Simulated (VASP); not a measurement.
A run of VASP 6.6.1:

Contents of INCAR:

```
SYSTEM = ZnGe3
  PREC = Accurate
  ENCUT = 520
  EDIFF = 1E-6
  ISMEAR = 1
  SIGMA = 0.1
  LREAL = .False.
  LASPH = .True.
  NELM = 100
  ALGO = Normal
  ISIF = 2
  LWAVE = .False.
  LCHARG = .True.
  GGA = PS
  LELF = .True.
  LVHAR = .True.
  NBANDS = 35
```

File KPOINTS:

```
regular mesh
0
Gamma
  5 5 5
  0 0 0
```

The input POSCAR:

```
ZnGe3
1.0
    4.2223630000      0.0000000000      0.0000000000
    0.0000000000      4.2223630000      0.0000000000
    0.0000000000      0.0000000000      4.2223630000
Ge Zn
3 1
Direct
    0.5000000000      0.5000000000      0.0000000000
    0.5000000000      0.0000000000      0.5000000000
    0.0000000000      0.5000000000      0.5000000000
    0.0000000000      0.0000000000      0.0000000000
```

Potentials or basis: VASP PAW PBE potentials, release 64 (Ge_d, Zn).

Run with:

```console
$ cat potpaw_PBE.64/Ge_d/POTCAR potpaw_PBE.64/Zn/POTCAR > POTCAR
$ mpirun -np 1 vasp_std > vasp.out
```

Hardware: 1 thread of Intel Xeon 8259CL, on a shared host.

Problem. How long does it take, and how much memory?

Solution. It took 24 s on 1 thread of Intel Xeon 8259CL (shared host), peak memory 0.18 GiB. Counts: scf iterations 13, k points 10.
